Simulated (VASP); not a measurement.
Runs of VASP 6.6.1 on B. The structure is that of space group C2/c (No. 15), or close to it. The cells are those of the table. 

```csv
task,cell,k mesh,cutoff (eV),gap on the mesh (eV),pressure (GPa),largest force (eV/Å)
single point,"a = 2.904, b = 2.904, c = 5.858 Å, angles 109.5, 109.5, 67.1°, 6 atoms",6 × 6 × 4,520,none,1.6,0.12
single point,"a = 2.903, b = 2.903, c = 5.858 Å, angles 109.1, 109.1, 67.6°, 6 atoms",6 × 6 × 4,520,none,0.1,0.04
relaxation of cell and atoms,"relaxed from a = 2.904, b = 2.904, c = 5.858 Å, angles 109.5, 109.5, 67.1°, 6 atoms",6 × 6 × 4,600,none,-0.2,0.02
single point,"a = 2.906, b = 2.906, c = 5.861 Å, angles 109.3, 109.3, 67.5°, 6 atoms",14 × 14 × 8,520,none,(a),0.01
```

Alike in all rows: level PBE; potentials or basis VASP PAW PBE potentials, release 64 (B); no spin polarisation; smearing gaussian 0.1 eV.

Q: Estimate the missing entries.

A: (a) 0.0.

Caveats: some runs use coarse meshes.

A gap of «none» marks levels without a gap at the run's occupations.
